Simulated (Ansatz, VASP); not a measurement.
## One calculation of Mo, two programs

```
Mo
1.0
     2.69193    0.00000    0.00000
    -1.34596    2.33128    0.00000
     0.00000    0.00000    4.77434
Mo
2
Direct
  0.33333 0.66667 0.25000
  0.66667 0.33333 0.75000
```

Alike in both runs: task single point; functional revPBE; k mesh 15 × 15 × 7; occupations fermi-dirac, width 0.1 eV; no spin polarisation.

```csv
,VASP,Ansatz
version,VASP 6.6.1,Ansatz 0.2.0
potentials or method,"VASP PAW PBE potentials, release 64 (Mo_sv), cutoff 520 eV","plane waves (420 eV) with PAW, scalar-relativistic"
valence electrons in the cell,28,28
```

|  | VASP | Ansatz | Ansatz less VASP |
| --- | --- | --- | --- |
| pressure (GPa) | 23.4 | 22.8 | -0.62 |
| traceless stress, the component that is largest in VASP (GPa) | -2.66 | -2.55 | +0.105 |

VASP's potentials were made for PBE, not for revPBE.
